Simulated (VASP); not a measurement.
Wanted: the native input for a VASP 6.6.1 run.

| Quantity | Value |
| --- | --- |
| Task | relaxation of shape and atoms at fixed volume |
| Functional | PBE |
| Potentials or basis | VASP PAW PBE potentials, release 64 (Na_pv) |
| Cutoff | 600 eV |
| k mesh | 18 × 18 × 18 |
| Occupations | gaussian, width 0.1 eV |
| Spin | no spin polarisation |
| Dipole correction | no |
| Further INCAR settings | ALGO = Fast; EDIFF = 1e-06; IBRION = 2; EDIFFG = -0.01; NSW = 50; ISIF = 4 |

The structure of Na lies in POSCAR:

```
Na
1.0
    3.0649949131      1.7695756381      1.2489348089
   -3.0649949131      1.7695756381      1.2489348089
    0.0000000000     -3.5391512762      1.2489348089
Na
1
Direct
    0.0000000000      0.0000000000      0.0000000000
```

One way to write it, as run:

INCAR

```
SYSTEM = Na
PREC = Accurate
ENCUT = 600
EDIFF = 1E-6
ISMEAR = 0
SIGMA = 0.1
LREAL = .FALSE.
LASPH = .TRUE.
NELM = 80
ALGO = Fast
ISIF = 4
LWAVE = .FALSE.
LCHARG = .FALSE.
GGA = PE
IBRION = 2
NSW = 50
EDIFFG = -0.01
```

KPOINTS

```
regular mesh
0
G
  18 18 18
  0 0 0
```

Potentials or basis: VASP PAW PBE potentials, release 64 (Na_pv).

Command:

```bash
$ cat potpaw_PBE.64/Na_pv/POTCAR > POTCAR
$ mpirun -np 1 vasp_std > vasp.out
```

Results of the run:

```
Pressure after relaxing : -0.6 GPa
Band gap on the k mesh  : zero (an odd number of electrons rules out a gap without spin polarisation)
```

Wall time 2.9 min on 1 thread of Intel Xeon 8259CL, on a shared host, peak memory 0.28 GiB.
